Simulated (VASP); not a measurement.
A run of VASP 6.6.1 is set up as follows.

Contents of POSCAR:

```
Ta
1.0
   -1.5139247170      1.5139247170      1.9681021321
    1.5139247170     -1.5139247170      1.9681021321
    1.5139247170      1.5139247170     -1.9681021321
Ta
1
Direct
    0.0000000000      0.0000000000      0.0000000000
```

The input INCAR.step1:

```
SYSTEM = Ta
ALGO = Normal
EDIFF = 1E-4
ENCUT = 520
GGA = PE
ISMEAR = 0
LASPH = .True.
LCHARG = .False.
LREAL = .False.
LWAVE = .True.
NBANDS = 12
NELM = 60
PREC = Accurate
SIGMA = 0.15
```

Contents of INCAR.step2:

```
SYSTEM = Ta
ALGO = Normal
EDIFF = 1E-6
ENCUT = 520
ISIF = 2
ISMEAR = 0
ISTART = 1
LASPH = .True.
LCHARG = .True.
LELF = .True.
LMIXTAU = .True.
LREAL = .False.
LVHAR = .True.
LWAVE = .False.
METAGGA = R2SCAN
NBANDS = 12
NELM = 60
PREC = Accurate
SIGMA = 0.15
```

The input KPOINTS:

```
k-points
0
Gamma
  28 28 28
  0 0 0
```

Potentials or basis: VASP PAW PBE potentials, release 64 (Ta_pv).

Command:

```sh
$ cat potpaw_PBE.64/Ta_pv/POTCAR > POTCAR
$ cp INCAR.step1 INCAR
$ mpirun -np 1 vasp_std > vasp.out
$ cp INCAR.step2 INCAR
$ mpirun -np 1 vasp_std > vasp.out
```

Problem. Estimate the band gap on the k mesh.

Solution. Zero (an odd number of electrons rules out a gap without spin polarisation).

Problem. Estimate the pressure.

Solution. 5.8 GPa.

Stress tensor (GPa, compression positive):
```
10.28  0.00  0.00
 0.00 10.28  0.00
 0.00  0.00 -3.20
```

Caveat: the stress differs along the axes, from -3 to 10 GPa; the PAW data sets were made with another functional, which shifts forces and pressure a little; spin-orbit coupling is left out, which moves the levels of the heavy elements.
